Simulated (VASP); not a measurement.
Write the native input for VASP 6.6.1 that does the following.

| Quantity | Value |
| --- | --- |
| Task | single point |
| Functional | PBEsol |
| Potentials or basis | VASP PAW PBE potentials, release 64 (Ag, O) |
| Cutoff | 520 eV |
| k mesh | 12 × 12 × 8 |
| Occupations | gaussian, width 0.1 eV |
| Spin | no spin polarisation |
| Dipole correction | no |
| Further INCAR settings | ALGO = Normal; EDIFF = 1e-07; NBANDS = 25 |

The structure of AgO lies in POSCAR:

```
AgO
1.0
    2.4375479278      2.4375479278      0.0000000000
   -2.4375479278      2.4375479278      0.0000000000
    0.0000000000      0.0000000000      5.1058035781
Ag O
2 2
Direct
    0.0000000000      0.0000000000      0.0000000000
    0.5000000000      0.5000000000      0.5000000000
    0.5000000000      0.0000000000      0.2500000000
    0.0000000000      0.5000000000      0.7500000000
```

This cell differs from its parent crystal: biaxial strain in the a-b plane: -1.5 %, then relaxed in part.

These files were run (other wordings do the same):

INCAR

```
SYSTEM = AgO
ALGO = Normal
EDIFF = 1E-7
ENCUT = 520
GGA = PS
ISIF = 2
ISMEAR = 0
LASPH = .TRUE.
LCHARG = .FALSE.
LREAL = .FALSE.
LWAVE = .FALSE.
NBANDS = 25
NELM = 60
PREC = Accurate
SIGMA = 0.1
```

KPOINTS

```
k-points
0
G
  12 12 8
  0 0 0
```

Potentials or basis: VASP PAW PBE potentials, release 64 (Ag, O).

Launch:

```sh
$ cat potpaw_PBE.64/Ag/POTCAR potpaw_PBE.64/O/POTCAR > POTCAR
$ mpirun -np 1 vasp_std > vasp.out
```

Results of the run:

```json
{
 "Pressure": "-0.4 GPa",
 "Band gap on the k mesh": "zero (bands 17 and 18 overlap by 1.97 eV)"
}
```

Caveat: the cell differs from its parent crystal (biaxial strain in the a-b plane: -1.5 %, then relaxed in part); the PAW data sets were made with another functional, which shifts forces and pressure a little.

Run time: 4.7 min on 1 thread of Intel Xeon 8259CL, on a shared host, peak memory 0.3 GiB.
